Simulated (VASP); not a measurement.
# Al2Pt: single point with PBE

Al2Pt:

```
Al Pt
1.0
     0.00000   -2.85374    0.00000
     2.85374    0.00000    0.00000
    -1.42687    1.42687    5.63686
Al Pt
2 1
Direct
  0.99255 0.99255 0.98509
  0.67412 0.67412 0.34824
  0.33333 0.33333 0.66667
```

- Program: VASP 6.6.1
- Task: single point
- Functional: PBE
- Potentials or basis: VASP PAW PBE potentials, release 64 (Al, Pt)
- Cutoff: 520 eV
- k mesh: 12 × 12 × 12
- Occupations: gaussian, width 0.1 eV
- Spin: no spin polarisation
- Dipole correction: no
- Further INCAR settings: ALGO = Normal; EDIFF = 1e-06; NBANDS = 15

```json
{
  "Pressure": "-0.2 GPa",
  "Largest force": "0.007 eV/Å",
  "Band gap on the k mesh": "zero (band 8 reaches 10.85 eV, above the bottom of band 9 at 9.46 eV)"
}
```

Forces in eV/Å, atoms in the order of the input:
```
Al   0.000  0.000 -0.007
Al   0.000  0.000  0.007
Pt   0.000  0.000  0.000
```

Levels at points of the mesh, in eV from the Fermi level:
| k point | band 5 | band 6 | band 7 | band 8 | band 9 | band 10 | band 11 | band 12 |
| --- | --- | --- | --- | --- | --- | --- | --- | --- |
| (0.00, 0.00, 0.00) | -3.30 | -3.16 | -3.16 | -1.96 | 5.87 | 6.54 | 7.24 | 7.24 |
| (0.50, 0.00, 0.00) | -3.90 | -3.60 | -2.79 | -2.28 | 0.48 | 0.79 | 4.22 | 7.21 |
| (0.50, 0.50, 0.00) | -2.61 | -0.78 | -0.68 | -0.52 | -0.34 | 0.75 | 2.97 | 3.01 |
| (0.00, 0.00, 0.50) | -3.14 | -3.14 | -1.96 | -1.23 | 3.13 | 5.94 | 5.94 | 6.63 |

Wall time 41 s on 1 thread of Intel(R) Xeon(R) Platinum 8559C (Emerald Rapids), on a shared host, peak memory 0.25 GiB.

Caveat: spin-orbit coupling is left out, which moves the levels of the heavy elements.
